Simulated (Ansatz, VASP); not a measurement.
**Ni: VASP beside Ansatz**

INCAR

```
SYSTEM = Ni
  ALGO = Normal
  EDIFF = 1E-7
  ENCUT = 520
  GGA = PE
  ISIF = 2
  ISMEAR = 0
  ISPIN = 2
  LASPH = .True.
  LCHARG = .False.
  LMAXMIX = 4
  LORBIT = 11
  LREAL = .False.
  LWAVE = .False.
  MAGMOM = 0.75
  NBANDS = 15
  NELM = 150
  PREC = Accurate
  SIGMA = 0.1
```

The input KPOINTS:

```
k-points
0
Gamma
  20 20 20
  0 0 0
```

File POSCAR:

```
Ni
1.0
    0.0000000000      1.7937414746      1.7937414746
    1.7937414746      0.0000000000      1.7937414746
    1.7937414746      1.7937414746      0.0000000000
Ni
1
Direct
    0.0000000000      0.0000000000      0.0000000000
```

Input for Ansatz:

```yaml
crystal:
  lattice:
    - [0.0, 1.7937414746, 1.7937414746]
    - [1.7937414746, 0.0, 1.7937414746]
    - [1.7937414746, 1.7937414746, 0.0]
  atoms:
    - { symbol: Ni, position: [0.0, 0.0, 0.0], spin: 0.75 }
basis:
  ecutwfc: 420
kpoints:
  mp_grid: { grid: [20, 20, 20] }
hamiltonian:
  xc: pbe
scf:
  occupations: { method: gaussian, width: 0.1 }
output:
  forces: true
  stress: true
  eigenvalues: true
  populations: true
magnetization:
  spin_polarized: true
```

Alike in both runs: task single point; functional PBE; k mesh 20 × 20 × 20; occupations gaussian, width 0.1 eV; collinear spin.

|  | VASP | Ansatz |
| --- | --- | --- |
| version | VASP 6.6.1 | Ansatz 0.2.0 |
| potentials or method | VASP PAW PBE potentials, release 64 (Ni), cutoff 520 eV | scalar-relativistic, plane waves, PAW |
| valence electrons in the cell | 10 | 18 |

```tsv
	VASP	Ansatz	Ansatz less VASP
gap on the k mesh at the Fermi level (eV)	none	none	-
pressure (GPa)	-10.0	-10.1	-0.09
net moment per atom (μB)	0.64	0.65	+0.010
size of the moment on the site where the two differ most (μB)	0.66	0.69	+0.034
```

Site moments also hang on the region over which each program counts them. A gap of «none» marks a metal or a gap that the smearing closes. VASP's potentials hold 10 valence electrons a cell and Ansatz's 18, so a difference there can come from the potentials and not from the codes.
